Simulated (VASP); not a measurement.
# Li2YFeC6N6 (Fm-3m) in VASP: single point with PBE

Aim: the single point of Li2YFeC6N6 with PBE.

Everything below comes from runs of VASP 6.6.1. Logs are shortened: lines on timing, memory, paths and dates and some standing lists are left out, and cuts for length are marked.

### Step 1. The cell of the first run

It takes space group Fm-3m (No. 225, cubic). The conventional cell has a = 10.636 Å, b = 10.636 Å, c = 10.636 Å, α = 90.00°, β = 90.00°, γ = 90.00°. Li (site symmetry -43m) has 12 N at 3.79 Å and 12 C at 3.83 Å and 4 Y at 4.61 Å and 4 Fe at 4.61 Å within 5.0 Å. Within 2.9 Å of Y (site symmetry m-3m) lie 6 N at 2.21 Å. Within 2.6 Å of Fe (site symmetry m-3m) lie 6 C at 1.94 Å. Within 1.6 Å of C (site symmetry 4mm) lie 1 N at 1.17 Å. N (site symmetry 4mm) has 1 C at 1.17 Å within 1.6 Å.

### Step 2. Single point, PBE, collinear spin, ferromagnetic start

INCAR

```
PREC = Accurate ; ENCUT = 520
EDIFF = 1E-7 ; ISMEAR = 0
SIGMA = 0.1 ; LREAL = Auto
LASPH = T ; NELM = 150
ALGO = Normal ; ISIF = 2
LWAVE = F ; LCHARG = T
ISPIN = 2 ; MAGMOM = 0 0 0 4 0 0 0 0 0 0 0 0 0 0 0 0
LORBIT = 11 ; LMAXMIX = 4
GGA = PE ; LELF = T
LVHAR = T ; NBANDS = 58
```

KPOINTS

```
Automatic mesh
0
Gamma
  4 4 4
```

POSCAR

```
Li2YFeC6N6
1.0
    0.0000000000      5.3180000000      5.3180000000
    5.3180000000      0.0000000000      5.3180000000
    5.3180000000      5.3180000000      0.0000000000
Li Y Fe C N
2 1 1 6 6
Direct
    0.2500000000      0.2500000000      0.2500000000
    0.7500000000      0.7500000000      0.7500000000
    0.5000000000      0.5000000000      0.5000000000
    0.0000000000      0.0000000000      0.0000000000
    0.8177886400      0.1822113600      0.1822113600
    0.1822113600      0.8177886400      0.1822113600
    0.1822113600      0.1822113600      0.8177886400
    0.1822113600      0.8177886400      0.8177886400
    0.8177886400      0.1822113600      0.8177886400
    0.8177886400      0.8177886400      0.1822113600
    0.7077848800      0.2922151200      0.2922151200
    0.2922151200      0.7077848800      0.2922151200
    0.2922151200      0.2922151200      0.7077848800
    0.2922151200      0.7077848800      0.7077848800
    0.7077848800      0.2922151200      0.7077848800
    0.7077848800      0.7077848800      0.2922151200
```

Potentials or basis: VASP PAW PBE potentials, release 64 (Li_sv, Y_sv, Fe, C, N).

The run is started by

```sh
$ cat potpaw_PBE.64/Li_sv/POTCAR potpaw_PBE.64/Y_sv/POTCAR potpaw_PBE.64/Fe/POTCAR potpaw_PBE.64/C/POTCAR potpaw_PBE.64/N/POTCAR > POTCAR
$ mpirun -np 1 vasp_std > vasp.out
```

OUTCAR:

```text
PREC = Accurate
   ENCUT = 520
   EDIFF = 1E-7
   ISMEAR = 0
   LREAL = Auto
   LASPH = T
   NELM = 150
   ISIF = 2
   ISPIN = 2
   LORBIT = 11
   GGA = PE

 ion  position               nearest neighbor table
   1  0.250  0.250  0.250-
   2  0.750  0.750  0.750-
   3  0.500  0.500  0.500-  11 2.21  12 2.21  13 2.21  14 2.21  15 2.21  16 2.21
   4  0.000  0.000  0.000-   5 1.94   6 1.94   7 1.94   8 1.94   9 1.94  10 1.94
   5  0.818  0.182  0.182-  11 1.17   4 1.94
   6  0.182  0.818  0.182-  12 1.17   4 1.94
   7  0.182  0.182  0.818-  13 1.17   4 1.94
   8  0.182  0.818  0.818-  14 1.17   4 1.94
   9  0.818  0.182  0.818-  15 1.17   4 1.94
  10  0.818  0.818  0.182-  16 1.17   4 1.94
  11  0.708  0.292  0.292-   5 1.17   3 2.21
  12  0.292  0.708  0.292-   6 1.17   3 2.21
  13  0.292  0.292  0.708-   7 1.17   3 2.21
  14  0.292  0.708  0.708-   8 1.17   3 2.21
  15  0.708  0.292  0.708-   9 1.17   3 2.21
  16  0.708  0.708  0.292-  10 1.17   3 2.21

  LATTYP: Found a face centered cubic cell.
 ALAT       =    10.6360000000

  Lattice vectors:

 A1 = (   0.0000000000,   5.3180000000,   5.3180000000)
 A2 = (   5.3180000000,   0.0000000000,   5.3180000000)
 A3 = (   5.3180000000,   5.3180000000,   0.0000000000)

Analysis of symmetry for initial positions (statically):
=====================================================================
 Subroutine PRICEL returns:
 Original cell was already a primitive cell.

 Routine SETGRP: Setting up the symmetry group for a
 face centered cubic supercell.

 Subroutine GETGRP returns: Found 48 space group operations
 (whereof 48 operations were pure point group operations)
 out of a pool of 48 trial point group operations.

The static configuration has the point symmetry O_h .

Analysis of symmetry for dynamics (positions and initial velocities):
=====================================================================
 Subroutine PRICEL returns:
 Original cell was already a primitive cell.

 Routine SETGRP: Setting up the symmetry group for a
 face centered cubic supercell.

 Subroutine GETGRP returns: Found 48 space group operations
 (whereof 48 operations were pure point group operations)
 out of a pool of 48 trial point group operations.

The dynamic configuration has the point symmetry O_h .
[... 165 lines left out ...]

 Free energy of the ion-electron system (eV)
  ---------------------------------------------------
  ext. energy  EPLUGINS =         0.00000000
  ---------------------------------------------------
  free energy    TOTEN  =      -124.08822364 eV

  energy without entropy =     -124.05885500  energy(sigma->0) =     -124.07353932

 E-fermi :   2.5738     XC(G=0):  -7.4222

 val. band max:        2.4828466530   @ k =  -0.2500   0.2500   0.0000
 cond. band min:       2.6223519681   @ k =   0.5000   0.0000   0.0000
 fundamental gap:      0.1395053150
 Fermi energy:         2.5738249239

 spin component 1

 k-point     1 :       0.0000    0.0000    0.0000
  band No.  band energies     occupation
      1     -47.9380      1.00000
      2     -47.9379      1.00000
      3     -40.7926      1.00000
      4     -21.1989      1.00000
      5     -21.1989      1.00000
      6     -21.1989      1.00000
[... 421 lines left out ...]
     50       4.1787      0.00000
     51       4.3555      0.00000
 Fermi energy:         2.5738249239

 spin component 2

 k-point     1 :       0.0000    0.0000    0.0000
  band No.  band energies     occupation
      1     -47.9378      1.00000
      2     -47.9378      1.00000
      3     -40.7926      1.00000
      4     -21.1989      1.00000
      5     -21.1989      1.00000
      6     -21.1989      1.00000
[... 421 lines left out ...]
     50       4.1789      0.00000
     51       4.3556      0.00000
 [bands above 51 left out]

------------------------ aborting loop because EDIFF is reached ----------------------------------------

  FORCE on cell =-STRESS in cart. coord.  units (eV):
  Direction    XX          YY          ZZ          XY          YZ          ZX
  --------------------------------------------------------------------------------------
  -------------------------------------------------------------------------------------
  Total        7.3699979      7.3699979      7.3699979      0.0000000      0.0000000      0.0000000
  in kB       39.2557204     39.2557204     39.2557204      0.0000000      0.0000000      0.0000000
  external PRESSURE =      39.2557204 kB  Pullay stress =       0.0000000 kB

 VOLUME and BASIS-vectors are now :
 -----------------------------------------------------------------------------
  energy-cutoff  :      520.00
  volume of cell :      300.80
      direct lattice vectors                 reciprocal lattice vectors
     0.000000000  5.318000000  5.318000000    -0.094020308  0.094020308  0.094020308
     5.318000000  0.000000000  5.318000000     0.094020308 -0.094020308  0.094020308
     5.318000000  5.318000000  0.000000000     0.094020308  0.094020308 -0.094020308

 POSITION                                       TOTAL-FORCE (eV/Angst)
 -----------------------------------------------------------------------------------
      2.65900      2.65900      2.65900         0.000000      0.000000      0.000000
      7.97700      7.97700      7.97700         0.000000      0.000000     -0.000000
      5.31800      5.31800      5.31800         0.000000      0.000000      0.000000
      0.00000      0.00000      0.00000         0.000000      0.000000      0.000000
      1.93800      5.31800      5.31800        -2.372043      0.000000      0.000000
      5.31800      1.93800      5.31800         0.000000     -2.372043      0.000000
[... 8 lines left out ...]
      5.31800      7.52800      5.31800         0.000000      0.366690      0.000000
      5.31800      5.31800      7.52800         0.000000      0.000000      0.366690
 -----------------------------------------------------------------------------------
    total drift:                               -0.000000     -0.000000     -0.000000

  FREE ENERGIE OF THE ION-ELECTRON SYSTEM (eV)
  ---------------------------------------------------
  free  energy   TOTEN  =      -124.0882236418 eV

  energy  without entropy=     -124.0588550039  energy(sigma->0) =     -124.07353932

 total charge

# of ion       s       p       d       f       tot
--------------------------------------------------
    1        2.010   0.003   0.000   0.000   2.013
    2        2.010   0.003   0.000   0.000   2.013
    3        2.221   6.743   1.105   0.186  10.255
    4        0.497   0.911   6.466   0.000   7.874
    5        0.961   1.608   0.000   0.000   2.569
    6        0.961   1.608   0.000   0.000   2.569
[... 8 lines left out ...]
   15        1.316   2.626   0.000   0.000   3.942
   16        1.316   2.626   0.000   0.000   3.942
--------------------------------------------------
tot         20.404  33.062   7.571   0.186  61.224

 magnetization (x)

# of ion       s       p       d       f       tot
--------------------------------------------------
    1        0.000   0.000   0.000   0.000   0.000
    2        0.000   0.000   0.000   0.000   0.000
    3        0.000   0.000   0.000   0.000   0.000
    4        0.000   0.000   0.000   0.000   0.000
    5        0.000   0.000   0.000   0.000   0.000
    6        0.000   0.000   0.000   0.000   0.000
[... 8 lines left out ...]
   15        0.000   0.000   0.000   0.000   0.000
   16        0.000   0.000   0.000   0.000   0.000
--------------------------------------------------
tot          0.000   0.000   0.000   0.000   0.000
```

stdout:

```text
POSCAR found type information on POSCAR LiY FeC N
 POSCAR found :  5 types and      16 ions
 scaLAPACK will be used
 LDA part: xc-table for (Slater+PW92), standard interpolation
 POSCAR, INCAR and KPOINTS ok, starting setup
 FFT: planning ... GRIDC
 FFT: planning ... GRID_SOFT
 FFT: planning ... GRID
 WAVECAR not read
 entering main loop
```

Run time: 25 min. Hardware: 1 thread of Intel Xeon Platinum 8375C at 2.90GHz (Ice Lake), shared host; peak memory 0.71 GiB.

What came out:

```
Free energy                                           : -124.0882 eV
Largest force                                         : 2.372 eV/Å
Net moment                                            : 0.00 μB per cell
Valence electrons inside the program's atomic spheres : Li 2.01; Y 10.26; Fe 7.87; C 2.57; N 3.94
```

Forces on the atoms (eV/Å):
```
Li   0.000  0.000  0.000
Li   0.000  0.000  0.000
Y    0.000  0.000  0.000
Fe   0.000  0.000  0.000
C   -2.372  0.000  0.000
C    0.000 -2.372  0.000
C    0.000  0.000 -2.372
C    2.372  0.000  0.000
C    0.000  2.372  0.000
C    0.000  0.000  2.372
N   -0.367  0.000  0.000
N    0.000 -0.367  0.000
N    0.000  0.000 -0.367
N    0.367  0.000  0.000
N    0.000  0.367  0.000
N    0.000  0.000  0.367
```

Caveat: the cutoff is under 1.25 times the usual one of these potentials, so pressure, stress and relaxed cells hold a basis-set (Pulay) error; the starting moments collapsed, and a magnetic state may lie lower; forces of over 1 eV/Å act on the atoms, so gaps and moduli don't describe the material at rest. With open d or f shells a metallic result of PBE can be an artefact of self-interaction; +U or a hybrid may open a gap.
